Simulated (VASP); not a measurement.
# SiO2: single point with PBE+D3(BJ)

Crystal: SiO2.

```xyz
6
Lattice="4.2045 0.0000 0.0000 0.0000 4.2045 0.0000 0.0000 0.0000 2.6823" Properties=species:S:1:pos:R:3 pbc="T T T"
Si    0.0000    0.0000    0.0000
Si    2.1022    2.1022    1.3411
O     1.2872    1.2872    0.0000
O     0.8150    3.3895    1.3411
O     2.9173    2.9173    0.0000
O     3.3895    0.8150    1.3411
```

| Item | Value |
| --- | --- |
| Program | VASP 6.6.1 |
| Task | single point |
| Functional | PBE |
| Dispersion | D3(BJ) |
| Potentials or basis | VASP PAW PBE potentials, release 64 (Si, O) |
| Cutoff | 520 eV |
| k mesh | 6 × 6 × 8 |
| Occupations | gaussian, width 0.02 eV |
| Spin | no spin polarisation |

* Pressure: 0.1 GPa
* Largest force: 0.018 eV/Å
* Band gap on the k mesh: 5.29 eV
* Dispersion energy per atom: -0.236 eV

Forces in eV/Å, atoms in the order of the input:
```
Si   0.000  0.000  0.000
Si   0.000  0.000  0.000
O   -0.012 -0.012  0.000
O    0.012 -0.012  0.000
O    0.012  0.012  0.000
O   -0.012  0.012  0.000
```

Stress tensor (GPa, compression positive):
```
-0.07  0.00  0.00
 0.00 -0.07  0.00
 0.00  0.00  0.57
```

Levels at points of the mesh, in eV from the valence-band top:
| k point | band 14 | band 15 | band 16 | band 17 | band 18 | band 19 |
| --- | --- | --- | --- | --- | --- | --- |
| (0.00, 0.00, 0.00) | -0.87 | -0.87 | 0.00 | 5.29 | 6.64 | 8.36 |
| (0.50, 0.00, 0.00) | -2.66 | -1.05 | -1.05 | 7.50 | 7.50 | 8.95 |
| (0.50, 0.50, 0.00) | -2.62 | -2.22 | -2.22 | 7.21 | 7.21 | 9.90 |
| (0.00, 0.00, 0.50) | -2.98 | -2.62 | -2.62 | 8.85 | 8.85 | 12.47 |
| (0.50, 0.00, 0.50) | -2.24 | -1.71 | -1.71 | 8.60 | 8.60 | 9.66 |
| (0.50, 0.50, 0.50) | -1.74 | -1.51 | -1.51 | 6.97 | 6.97 | 10.88 |

Run time: 42 s on 1 thread of Intel(R) Xeon(R) Platinum 8259CL CPU @ 2.50GHz (Skylake/Cascade Lake) (shared host), peak memory 0.19 GiB.

A k mesh can miss the band edges.
